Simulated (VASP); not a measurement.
## Al8N: single point with PBE

The system is Al8N, a slab with vacuum.

```
Al N
1.0
     2.85432    0.00000    0.00000
    -1.42716    2.47192    0.00000
     0.00000    0.00000   33.47606
Al N
8 1
Direct
  0.33333 0.66667 0.11949
  0.00000 0.00000 0.18956
  0.66667 0.33333 0.25964
  0.00000 0.00000 0.32971
  0.33333 0.66667 0.39922
  0.00000 0.00000 0.46965
  0.66667 0.33333 0.54010
  0.00000 0.00000 0.61166
  0.55556 0.44444 0.65080
```

```yaml
Program: VASP 6.6.1
Task: single point
Functional: PBE
Potentials_or_basis: VASP PAW PBE potentials, release 64 (Al, N)
Cutoff: 520 eV
k_mesh: 9 × 9 × 1
Occupations: gaussian, width 0.1 eV
Spin: no spin polarisation
Dipole_correction: yes
Further_INCAR_settings: ALGO = Normal; EDIFF = 1e-07; NBANDS = 24
```

| Quantity | Value |
| --- | --- |
| Largest force | 3.050 eV/Å |

Forces on the atoms (eV/Å):
```
Al   0.000  0.000 -0.057
Al   0.002 -0.001  0.039
Al  -0.011  0.007 -0.010
Al   0.002 -0.001 -0.059
Al   0.009 -0.005  0.175
Al   0.001  0.000 -0.076
Al   0.083 -0.048  0.027
Al  -0.206  0.119  3.008
N    0.120 -0.069 -3.047
```

Levels at points of the mesh, in eV from the Fermi level:
| k point | band 10 | band 11 | band 12 | band 13 | band 14 | band 15 | band 16 | band 17 |
| --- | --- | --- | --- | --- | --- | --- | --- | --- |
| (0.00, 0.00, 0.00) | -3.53 | -2.09 | -0.63 | 0.53 | 0.96 | 1.29 | 2.59 | 3.82 |

Run time: 7.8 min on 1 thread of AMD EPYC 7R43 64-Core Processor (Zen 3) (shared host), peak memory 0.37 GiB.
